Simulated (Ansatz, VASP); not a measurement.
## Li2GeAs2: VASP beside Ansatz

```
CELL_PARAMETERS angstrom
4.66598 0.00000 0.00000
-2.33299 4.04085 0.00000
0.00000 0.00000 7.50328
ATOMIC_POSITIONS crystal
Li 0.33333 0.66667 0.50000
Li 0.66667 0.33333 0.50000
Ge 0.00000 0.00000 0.50000
As 0.00000 0.00000 0.85524
As 0.00000 0.00000 0.14476
```

Alike in both runs: functional PBE; k mesh 6 × 6 × 2; occupations gaussian, width 0.1 eV; no spin polarisation.

Ansatz relaxed the structure, and its values are those at the end. VASP's run is a single point on that final structure, the one shown.

|  | VASP | Ansatz |
| --- | --- | --- |
| version | VASP 6.6.1 | Ansatz 0.2.0 |
| potentials or method | VASP PAW PBE potentials, release 64 (Li_sv, Ge_d, As), cutoff 520 eV | scalar-relativistic, plane waves, PAW |
| valence electrons in the cell | 30 | 50 |

|  | VASP | Ansatz | Ansatz less VASP |
| --- | --- | --- | --- |
| gap on the k mesh at the Fermi level (eV) | none | none | - |
| rms of the force components (eV/Å) | 0.022 | 0.011 | -0.0110 |

A gap of «none» marks a metal or a gap that the smearing closes. VASP's potentials hold 30 valence electrons a cell and Ansatz's 50, so a difference there can come from the potentials and not from the codes.

The k mesh is coarse, so the values compare programs but aren't converged. Noted on VASP's run: the cutoff is under 1.25 times that of the potentials, so the pressure is a little rough.
